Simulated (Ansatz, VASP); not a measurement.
## One calculation of Ru, two programs

```
Ru
1.0
     2.70595    0.00000    0.00000
    -1.35297    2.34342    0.00000
     0.00000    0.00000    4.25791
Ru
2
Cartesian
  0.0000 1.5623 1.0645
  1.3530 0.7811 3.1934
```

Alike in both runs: task single point; functional r2SCAN; k mesh 13 × 13 × 8; occupations gaussian, width 0.03 eV; no spin polarisation.

```csv
,VASP,Ansatz
version,VASP 6.6.1,Ansatz 0.2.0
potentials or method,"VASP PAW PBE potentials, release 64 (Ru_pv), cutoff 520 eV","plane waves (500 eV) with PAW, scalar-relativistic"
valence electrons in the cell,28,32
```

Ansatz gave:

```
pressure (GPa)                                                : -0.2
traceless stress, the component that is largest in VASP (GPa) : -0.30
```

Problem. Estimate VASP's values.

Solution. Pressure (GPa): 1.3; traceless stress, the component that is largest in VASP (GPa): -0.19.

VASP's potentials were made for PBE, not for r2SCAN. VASP's potentials hold 28 valence electrons a cell and Ansatz's 32, so a difference there can come from the potentials and not from the codes.
